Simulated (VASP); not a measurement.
**AlN: single point with PBEsol**

AlN:

```xyz
4
Lattice="3.1138 0.0000 0.0000 -1.5569 2.6966 0.0000 0.0000 0.0000 4.9835" Properties=species:S:1:pos:R:3 pbc="T T T"
Al    0.0000    1.7977   -0.0050
Al    1.5569    0.8989    2.4868
N     0.0000    1.7977    1.8987
N     1.5569    0.8989    4.3904
```

- Program: VASP 6.6.1
- Task: single point
- Functional: PBEsol
- Potentials or basis: VASP PAW PBE potentials, release 64 (Al, N)
- Cutoff: 520 eV
- k mesh: 12 × 12 × 6
- Occupations: gaussian, width 0.01 eV
- Spin: no spin polarisation

```yaml
Pressure: 0.0 GPa
Band_gap_on_the_k_mesh: 4.11 eV
```

Levels at points of the mesh, in eV from the valence-band top:
```tsv
k point	band 4	band 5	band 6	band 7	band 8	band 9	band 10	band 11	band 12	band 13
(0.00, 0.00, 0.00)	-0.88	-0.88	-0.22	-0.22	0.00	4.11	6.55	10.49	11.02	11.02
(0.50, 0.00, 0.00)	-4.20	-3.38	-2.11	-1.81	-0.70	5.67	5.67	8.07	10.15	10.78
(0.00, 0.00, 0.50)	-3.36	-0.56	-0.56	-0.56	-0.56	6.37	6.37	10.20	10.20	11.34
(0.50, 0.00, 0.50)	-5.65	-1.49	-1.49	-1.38	-1.38	5.17	5.17	9.12	9.12	11.71
```

Wall time 24 s on 1 thread of Intel(R) Xeon(R) Platinum 8488C (Sapphire Rapids) (shared host), peak memory 0.17 GiB.

Caveat: the PAW data sets were made with another functional, which shifts forces and pressure a little. A k mesh can miss the band edges.
